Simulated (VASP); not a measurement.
# Nd: single point with PBEsol

Crystal: Nd.

```
Nd
1.0
     0.00000    2.18530    2.18530
     2.18530    0.00000    2.18530
     2.18530    2.18530    0.00000
Nd
1
Direct
  0.00000 0.00000 0.00000
```

- Program: VASP 6.6.1
- Task: single point
- Functional: PBEsol
- Potentials or basis: VASP PAW PBE potentials, release 64 (Nd)
- Cutoff: 520 eV
- k mesh: 13 × 13 × 13
- Occupations: fermi-dirac, width 0.136057 eV
- Spin: no spin polarisation

The pressure is 0.2 GPa. The band gap on the k mesh is zero (band 7 reaches 8.64 eV, above the bottom of band 8 at 8.28 eV).

Levels at points of the mesh, in eV from the Fermi level:
```tsv
k point	band 4	band 5	band 6	band 7	band 8	band 9	band 10	band 11
(0.00, 0.00, 0.00)	-16.20	-2.69	-0.67	-0.01	-0.01	-0.01	0.81	0.81
```

Run time: 14 s on 1 thread of Intel(R) Xeon(R) Platinum 8488C (Sapphire Rapids) (shared host), peak memory 0.16 GiB.

Caveat: the PAW data sets were made with another functional, which shifts forces and pressure a little; spin-orbit coupling is left out, which moves the levels of the heavy elements. Spin polarisation is off, so any magnetic state and its effect on volume and gap are missing.
